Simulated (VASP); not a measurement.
Set up this calculation in VASP 6.6.1, as the native input.

| Property | Result |
| --- | --- |
| Task | single point |
| Functional | PBEsol |
| Potentials or basis | VASP PAW PBE potentials, release 64 (Sc_sv) |
| Cutoff | 520 eV |
| k mesh | 6 × 6 × 4 |
| Occupations | fermi-dirac, width 0.05 eV |
| Spin | no spin polarisation |
| Dipole correction | no |
| Further INCAR settings | ALGO = Normal; EDIFF = 1e-06; NBANDS = 18 |

The structure of Sc lies in POSCAR:

```
Sc
1.0
    3.0426454348      0.0000000000      0.0000000000
   -1.5213227174      2.6350082413      0.0000000000
    0.0000000000      0.0000000000      4.6546864810
Sc
2
Direct
    0.3333333333      0.6666666667      0.2500000000
    0.6666666667      0.3333333333      0.7500000000
```

The input as run:

INCAR

```
SYSTEM = Sc
PREC = Accurate ; ENCUT = 520
EDIFF = 1E-6 ; ISMEAR = -1
SIGMA = 0.05 ; LREAL = .FALSE.
LASPH = .TRUE. ; NELM = 100
ALGO = Normal ; ISIF = 2
LWAVE = .FALSE. ; LCHARG = .TRUE.
GGA = PS ; LELF = .TRUE.
LVHAR = .TRUE. ; NBANDS = 18
```

KPOINTS

```
Automatic mesh
0
G
  6 6 4
  0 0 0
```

Potentials or basis: VASP PAW PBE potentials, release 64 (Sc_sv).

Command:

```sh
$ cat potpaw_PBE.64/Sc_sv/POTCAR > POTCAR
$ mpirun -np 1 vasp_std > vasp.out
```

Results of the run:

```json
{
 "Pressure": "20.1 GPa",
 "Band gap on the k mesh": "zero (band 11 reaches 7.07 eV, above the bottom of band 12 at 4.67 eV)"
}
```

Caveat: the k points lie up to 0.40 Å⁻¹ apart; the PAW data sets were made with another functional, which shifts forces and pressure a little.

Run time: 12 s on 1 thread of Intel(R) Xeon(R) Platinum 8488C (Sapphire Rapids) (shared host), peak memory 0.15 GiB.
